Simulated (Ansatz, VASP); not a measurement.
Hf: VASP and Ansatz over several settings

```
CELL_PARAMETERS angstrom
-1.81695 1.81695 1.81695
1.81695 -1.81695 1.81695
1.81695 1.81695 -1.81695
ATOMIC_POSITIONS crystal
Hf 0.00000 0.00000 0.00000
```

Single points on this cell with VASP 6.6.1 and Ansatz 0.2.0. Each row is one pair of runs. Alike in all rows: spin: off; smearing: fermi-dirac, width 0.05 eV.

```tsv
level	k mesh	VASP's potentials, cutoff	Ansatz's potentials, cutoff	gap on the k mesh at the Fermi level (eV), VASP	gap on the k mesh at the Fermi level (eV), Ansatz	pressure (GPa), VASP	pressure (GPa), Ansatz
r2SCAN	10 × 10 × 10	VASP PAW PBE potentials, release 64 (Hf_pv), 520 eV	Ansatz PAW, 500 eV	none	none	-7.6	-7.1
LDA	10 × 10 × 10	VASP PAW LDA potentials, release 64 (Hf_pv), 520 eV	Ansatz PAW, 420 eV	none	none	-13.9	-13.9
PBE0	6 × 6 × 6	VASP PAW PBE potentials, release 64 (Hf_pv), 520 eV	Ansatz PAW, 420 eV	none	none	-6.1	-4.3
r2SCANh	5 × 5 × 5	VASP PAW PBE potentials, release 64 (Hf_pv), 520 eV	Ansatz PAW, 500 eV	none	none	-6.7	-5.5
```

Pressure (GPa): the two programs differ by at most 1.8.

VASP's potentials hold 10 valence electrons a cell and Ansatz's 26, so a difference there can come from the potentials and not from the codes.

A gap of «none» marks a metal or a gap that the smearing closes.

The k mesh is coarse in some rows, so the values compare programs but aren't converged. Neither program's run includes spin-orbit coupling.
